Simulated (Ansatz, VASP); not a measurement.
CdS: VASP beside Ansatz

```
Cd S
1.0
     4.16884    0.00000    0.00000
    -2.08442    3.61032    0.00000
     0.00000    0.00000    6.77962
Cd S
2 2
Direct
  0.66667 0.33333 0.50022
  0.33333 0.66667 0.00022
  0.66667 0.33333 0.87678
  0.33333 0.66667 0.37678
```

Alike in both runs: task electric field gradients; functional r2SCAN; k mesh 9 × 9 × 5; occupations fermi-dirac, width 0.01 eV; no spin polarisation.

```csv
,VASP,Ansatz
version,VASP 6.6.1,Ansatz 0.2.0
potentials or method,"VASP PAW PBE potentials, release 64 (Cd, S)","plane-wave PAW, scalar-relativistic"
plane-wave cutoff (eV),520,500
valence electrons in the cell,36,52
```

Ansatz gave:

- gap on the k mesh at the Fermi level (eV): 1.62
- pressure (GPa): -0.3
- rms of the force components (eV/Å): 0.004
- size of Vzz on the site where it differs most (V/Å²): 2.9

**Question.** Estimate VASP's values.

**Answer.** gap on the k mesh at the Fermi level (eV): 1.61; pressure (GPa): 0.0; rms of the force components (eV/Å): 0.003; size of Vzz on the site where it differs most (V/Å²): 3.0.

VASP's potentials were made for PBE, not for r2SCAN. Atom by atom the forces differ by 0.000 eV/Å (rms over components). VASP's potentials hold 36 valence electrons a cell and Ansatz's 52, so a difference there can come from the potentials and not from the codes.
